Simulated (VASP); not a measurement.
Set up this calculation in VASP 6.6.1, as the native input.

- Task: single point
- Functional: PBE
- Potentials or basis: VASP PAW PBE potentials, release 64 (Ga_d, P, As)
- Cutoff: 520 eV
- k mesh: 4 × 4 × 2
- Occupations: gaussian, width 0.1 eV
- Spin: no spin polarisation
- Dipole correction: no
- Further INCAR settings: ALGO = Normal; EDIFF = 1e-06; NBANDS = 46

The structure of Ga4AsP3 lies in POSCAR:

```
Ga4AsP3
1.0
    3.9530354416      0.0002202856     -0.0005274607
    0.0002175204      3.9530014149      0.0008490282
    0.0001673189      0.0013204935     11.0386691576
Ga P As
4 3 1
Direct
    0.4999683908      0.0000976982      0.8679430369
    0.9999426852      0.4998301373      0.6225562945
    0.5001390068     -0.0001705067      0.3774594993
   -0.0001177732      0.5001024013      0.1320461247
    0.0001496041     -0.0000511828      0.4999975637
    0.4999510348      0.4999181836      0.2547210164
    0.4999730096      0.5001094988      0.7452837686
   -0.0000059580      0.0001637703      0.9999926960
```

The input as run:

INCAR

```
PREC = Accurate
ENCUT = 520
EDIFF = 1E-6
ISMEAR = 0
SIGMA = 0.1
LREAL = F
LASPH = T
NELM = 80
ALGO = Normal
ISIF = 2
LWAVE = F
LCHARG = F
GGA = PE
NBANDS = 46
```

KPOINTS

```
regular mesh
0
Gamma
  4 4 2
```

Potentials or basis: VASP PAW PBE potentials, release 64 (Ga_d, P, As).

Launch:

```sh
$ cat potpaw_PBE.64/Ga_d/POTCAR potpaw_PBE.64/P/POTCAR potpaw_PBE.64/As/POTCAR > POTCAR
$ mpirun -np 1 vasp_std > vasp.out
```

Results of the run:

The pressure is 0.1 GPa and the largest force is 0.014 eV/Å. The band gap on the k mesh is 1.15 eV.

Run time: 4.5 min on 1 thread of Intel Xeon 8259CL, on a shared host, peak memory 0.33 GiB.
